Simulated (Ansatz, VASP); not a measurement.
# One calculation of NaCl, two programs

The input INCAR:

```
SYSTEM = NaCl
ALGO = Normal
EDIFF = 1E-6
ENCUT = 520
GGA = PE
ISIF = 2
ISMEAR = 0
LASPH = .True.
LCHARG = .True.
LELF = .True.
LREAL = .False.
LVHAR = .True.
LWAVE = .False.
NBANDS = 14
NELM = 100
PREC = Accurate
SIGMA = 0.022
```

The input KPOINTS:

```
k-points
0
Gamma
  8 8 8
  0 0 0
```

The input POSCAR:

```
NaCl
1.0
    0.0000000000      2.7940632177      2.7940632177
    2.7940632177      0.0000000000      2.7940632177
    2.7940632177      2.7940632177      0.0000000000
Cl Na
1 1
Direct
    0.5000000000      0.5000000000      0.5000000000
    0.0000000000      0.0000000000      0.0000000000
```

File input.yaml:

```yaml
crystal:
  lattice:
    - [0.0, 2.7940632177, 2.7940632177]
    - [2.7940632177, 0.0, 2.7940632177]
    - [2.7940632177, 2.7940632177, 0.0]
  atoms:
    - { symbol: Cl, position: [0.5, 0.5, 0.5] }
    - { symbol: Na, position: [0.0, 0.0, 0.0] }
hamiltonian:
  xc: pbe
  pseudopotentials: { kind: paw }
kpoints:
  mp_grid: { grid: [8, 8, 8] }
scf:
  occupations: { method: gaussian, width: 0.022 }
output:
  forces: true
  stress: true
  eigenvalues: true
  write_density: true
  write_potential: true
  elf: true
  volumetric_format: npy
```

Alike in both runs: task single point; functional PBE; k mesh 8 × 8 × 8; occupations gaussian, width 0.022 eV; no spin polarisation.

```csv
,VASP,Ansatz
version,VASP 6.6.1,Ansatz 0.2.0
potentials or method,"VASP PAW PBE potentials, release 64 (Cl, Na_pv)",Ansatz PAW
plane-wave cutoff (eV),520,420
valence electrons in the cell,14,16
```

```csv
,VASP,Ansatz,Ansatz less VASP
gap on the k mesh at the Fermi level (eV),5.22,5.22,0.000
least direct gap on the mesh (eV),5.22,5.22,0.000
pressure (GPa),1.5,1.5,+0.02
```

VASP's potentials hold 14 valence electrons a cell and Ansatz's 16, so a difference there can come from the potentials and not from the codes.
